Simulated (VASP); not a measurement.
# Ga (Cmcm) in VASP: a series of runs, part 2 of 2

VASP 6.6.1. The steps go on from the part before.

## (4) Single point, r2SCAN

Contents of POSCAR:

```
Ga
1.0
    1.4500000000     -4.0650000000      0.0000000000
    1.4500000000      4.0650000000      0.0000000000
    0.0000000000      0.0000000000      3.1700000000
Ga
2
Direct
    0.1330000000      0.8670000000      0.7500000000
    0.8670000000      0.1330000000      0.2500000000
```

Contents of INCAR.step1:

```
SYSTEM = Ga
  PREC = Accurate
  ENCUT = 520
  ISMEAR = -1
  SIGMA = 0.05
  LREAL = .FALSE.
  LASPH = .TRUE.
  NELM = 80
  NBANDS = 20
  GGA = PE
  ALGO = Normal
  EDIFF = 1E-4
  LWAVE = .TRUE.
  LCHARG = .FALSE.
```

Contents of INCAR.step2:

```
SYSTEM = Ga
  PREC = Accurate
  ENCUT = 520
  EDIFF = 1E-7
  ISMEAR = -1
  SIGMA = 0.05
  LREAL = .FALSE.
  LASPH = .TRUE.
  NELM = 80
  ALGO = Normal
  ISIF = 2
  LWAVE = .FALSE.
  LCHARG = .TRUE.
  METAGGA = R2SCAN
  LMIXTAU = .TRUE.
  LELF = .TRUE.
  LVHAR = .TRUE.
  NBANDS = 20
  ISTART = 1
```

Contents of KPOINTS:

```
Automatic mesh
0
G
  6 6 5
  0 0 0
```

Launch:

```console
$ cat potpaw_PBE.64/Ga_d/POTCAR > POTCAR
$ cp INCAR.step1 INCAR
$ mpirun -np 1 vasp_std > vasp.out
$ cp INCAR.step2 INCAR
$ mpirun -np 1 vasp_std > vasp.out
```

It took 41 s on 1 thread of Intel Xeon 6975P-C (Granite Rapids), shared host; peak memory 0.17 GiB.

Results (log left out):

```
Free energy            : -22.6887 eV
Pressure               : -1.3 GPa
Largest force          : 0.227 eV/Å
Band gap on the k mesh : zero (band 13 reaches 10.91 eV, above the bottom of band 14 at 2.65 eV)
```

Forces on the atoms (eV/Å):
```
Ga   0.000 -0.227  0.000
Ga   0.000  0.227  0.000
```

Stress tensor (GPa, compression positive):
```
-2.25  0.00  0.00
 0.00 -3.29  0.00
 0.00  0.00  1.73
```

Levels at points of the mesh, in eV from the Fermi level:
```
           k point  band 10  band 11  band 12  band 13  band 14  band 15  band 16  band 17
(0.00, 0.00, 0.00)   -15.07   -11.68    -2.36    -1.36     3.14     7.14     8.40     9.34
(0.50, 0.00, 0.00)   -15.12    -6.91    -5.55    -1.82    -0.15     6.98     7.19     9.59
(0.50, 0.50, 0.00)   -15.13    -9.58    -8.85     5.49     6.23     6.29     7.66     7.74
```

Caveat: the k points lie up to 0.40 Å⁻¹ apart; the PAW data sets were made with another functional, which shifts forces and pressure a little.

## (5) Single point, PBEsol (volume scaled by 0.94)

Contents of INCAR:

```
PREC     = Accurate       # precision mode
ENCUT    = 520            # plane-wave cutoff, eV
EDIFF    = 1E-7           # SCF threshold, eV
ISMEAR   = -1             # smearing method
SIGMA    = 0.05           # smearing width, eV
LREAL    = False          # projectors in reciprocal space
LASPH    = True           # aspherical terms in the spheres
NELM     = 80             # most SCF steps
ALGO     = Fast           # electronic algorithm
ISIF     = 2              # what is computed and relaxed
LWAVE    = False          # write WAVECAR
LCHARG   = False          # write CHGCAR
GGA      = PS             # functional
NBANDS   = 20             # bands
```

Contents of KPOINTS:

```
Automatic mesh
0
Gamma
  10 10 8
```

Contents of POSCAR:

```
Ga
1.0
    1.4203998576     -3.9820175319      0.0000000000
    1.4203998576      3.9820175319      0.0000000000
    0.0000000000      0.0000000000      3.1052879646
Ga
2
Direct
    0.1330000000      0.8670000000      0.7500000000
    0.8670000000      0.1330000000      0.2500000000
```

Potentials or basis: VASP PAW PBE potentials, release 64 (Ga_d).

Launch:

```console
$ cat potpaw_PBE.64/Ga_d/POTCAR > POTCAR
$ mpirun -np 1 vasp_std > vasp.out
```

OUTCAR:

```text
PREC = Accurate
   ENCUT = 520
   EDIFF = 1E-7
   ISMEAR = -1
   LREAL = False
   LASPH = True
   NELM = 80
   ISIF = 2
   GGA = PS

 ion  position               nearest neighbor table
   1  0.133  0.867  0.750-   2 2.63   2 2.63   2 2.81   2 2.81   2 2.81   2 2.81
   2  0.867  0.133  0.250-   1 2.63   1 2.63   1 2.81   1 2.81   1 2.81   1 2.81

  LATTYP: Found a base centered orthorhombic cell.
 ALAT       =     2.8407997152
 B/A-ratio  =     2.8034482759
 C/A-ratio  =     1.0931034483

  Lattice vectors:
[... 191 lines left out ...]
      2      -9.1137      2.00000
      3      -9.0351      2.00000
      4      -9.0268      2.00000
      5      -8.7968      2.00000
      6      -8.7746      2.00000
[... 541 lines left out ...]
     19      16.2358      0.00000
     20      17.9512      0.00000

 [... further k-points ...]
[... 5 lines left out ...]
  --------------------------------------------------------------------------------------
  -------------------------------------------------------------------------------------
  Total       -0.1686349      0.5522978      0.7316706      0.0000000     -0.0000000      0.0000000
  in kB       -7.6915215     25.1905850     33.3718683      0.0000000     -0.0000000      0.0000000
  external PRESSURE =      16.9569773 kB  Pullay stress =       0.0000000 kB

 VOLUME and BASIS-vectors are now :
 -----------------------------------------------------------------------------
  energy-cutoff  :      520.00
  volume of cell :       35.13
      direct lattice vectors                 reciprocal lattice vectors
     1.420399858 -3.982017532  0.000000000     0.352013553 -0.125564490  0.000000000
     1.420399858  3.982017532  0.000000000     0.352013553  0.125564490  0.000000000
     0.000000000  0.000000000  3.105287965     0.000000000  0.000000000  0.322031326

 POSITION                                       TOTAL-FORCE (eV/Angst)
 -----------------------------------------------------------------------------------
      1.42040      2.92280      2.32897         0.000000     -0.234539      0.000000
      1.42040     -2.92280      0.77632         0.000000      0.234539      0.000000
 -----------------------------------------------------------------------------------
    total drift:                                0.000000      0.000000     -0.000000

  FREE ENERGIE OF THE ION-ELECTRON SYSTEM (eV)
  ---------------------------------------------------
  free  energy   TOTEN  =        -6.6849930396 eV

  energy  without entropy=       -6.6817227783  energy(sigma->0) =       -6.68335791
```

Wall time 38 s (1 thread of Intel Xeon 6975P-C (Granite Rapids), shared host); peak memory 0.22 GiB.

Results:

```
Free energy            : -6.6850 eV
Pressure               : 1.7 GPa
Largest force          : 0.235 eV/Å
Band gap on the k mesh : zero (band 13 reaches 11.43 eV, above the bottom of band 14 at 1.55 eV)
```

Forces in eV/Å, atoms in the order of the input:
```
Ga   0.000 -0.235  0.000
Ga   0.000  0.235  0.000
```

Caveat: the PAW data sets were made with another functional, which shifts forces and pressure a little.

## (6) Overview

```csv
level,potentials or basis,cell,k mesh,gap on the mesh (eV),pressure (GPa),largest force (eV/Å)
LDA,"VASP PAW LDA potentials, release 64 (Ga_d)","a = 4.316, b = 4.316, c = 3.170 Å, angles 90.0, 90.0, 140.7°, 2 atoms",6 × 6 × 5,none,-3.6,0.14
PBEsol,"VASP PAW PBE potentials, release 64 (Ga_d)","a = 4.316, b = 4.316, c = 3.170 Å, angles 90.0, 90.0, 140.7°, 2 atoms",6 × 6 × 5,none,-1.7,0.16
r2SCAN,"VASP PAW PBE potentials, release 64 (Ga_d)","a = 4.316, b = 4.316, c = 3.170 Å, angles 90.0, 90.0, 140.7°, 2 atoms",6 × 6 × 5,none,-1.3,0.23
PBEsol,"VASP PAW PBE potentials, release 64 (Ga_d)","a = 4.228, b = 4.228, c = 3.105 Å, angles 90.0, 90.0, 140.7°, 2 atoms",10 × 10 × 8,none,1.7,0.23
```

Alike in all rows: task single point; no spin polarisation; cutoff (eV) 520; smearing fermi-dirac 0.05 eV.

Caveats: some runs use coarse meshes; the PAW data sets were made with another functional, which shifts forces and pressure a little (some runs).

Absolute energies hang on the potentials; compare differences alone.
